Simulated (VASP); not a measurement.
Wanted: the native input for a VASP 6.6.1 run.

```yaml
Task: single point
Functional: PBEsol
Potentials_or_basis: VASP PAW PBE potentials, release 64 (Rb_sv)
Cutoff: 520 eV
k_mesh: 7 × 7 × 7
Occupations: fermi-dirac, width 0.05 eV
Spin: no spin polarisation
Dipole_correction: no
Further_INCAR_settings: ALGO = Normal; EDIFF = 1e-07; NBANDS = 10
```

The structure of Rb lies in POSCAR:

```
Rb
1.0
   -2.7452900697      2.7452900697      2.7452900697
    2.7452900697     -2.7452900697      2.7452900697
    2.7452900697      2.7452900697     -2.7452900697
Rb
1
Direct
    0.0000000000      0.0000000000      0.0000000000
```

This cell differs from its parent crystal: volume scaled by 0.94.

These files were run (other wordings do the same):

INCAR

```
  ALGO = Normal
  EDIFF = 1E-7
  ENCUT = 520
  GGA = PS
  ISIF = 2
  ISMEAR = -1
  LASPH = T
  LCHARG = T
  LELF = T
  LREAL = F
  LVHAR = T
  LWAVE = F
  NBANDS = 10
  NELM = 60
  PREC = Accurate
  SIGMA = 0.05
```

KPOINTS

```
k-points
0
Gamma
  7 7 7
```

Potentials or basis: VASP PAW PBE potentials, release 64 (Rb_sv).

The run is started by

```bash
$ cat potpaw_PBE.64/Rb_sv/POTCAR > POTCAR
$ mpirun -np 1 vasp_std > vasp.out
```

It gave:

```yaml
Pressure: 0.1 GPa
```

Caveat: the PAW data sets were made with another functional, which shifts forces and pressure a little.

It took 5.6 s on 1 thread of Intel(R) Xeon(R) 6975P-C (Granite Rapids), with other jobs on the host, peak memory 0.19 GiB.
